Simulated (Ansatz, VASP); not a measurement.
# B in VASP and in Ansatz

```
CELL_PARAMETERS angstrom
14.00000 0.00000 0.00000
0.00000 14.40000 0.00000
0.00000 0.00000 14.80000
ATOMIC_POSITIONS crystal
B 0.50000 0.50000 0.50000
```

Alike in both runs: task single point; functional PBEsol; k mesh 1 × 1 × 1; occupations fermi-dirac, width 0.01 eV; collinear spin.

```csv
,VASP,Ansatz
version,VASP 6.6.1,Ansatz 0.2.0
potentials or method,"VASP PAW PBE potentials, release 64 (B), cutoff 520 eV","plane waves (420 eV) with PAW, scalar-relativistic"
valence electrons in the cell,3,3
```

|  | VASP | Ansatz | Ansatz less VASP |
| --- | --- | --- | --- |
| gap on the k mesh at the Fermi level (eV) | 4.64 | 0.43 | -4.215 |
| net moment per atom (μB) | 1.00 | 1.00 | 0.000 |
| size of the moment on the site where the two differ most (μB) | 0.41 | 1.00 | +0.585 |

VASP's potentials were made for PBE, not for PBEsol, and Ansatz warns of the same on its side. Site moments also hang on the region over which each program counts them. Ansatz's warnings: magnetization residual over threshold, negative dielectric reading.
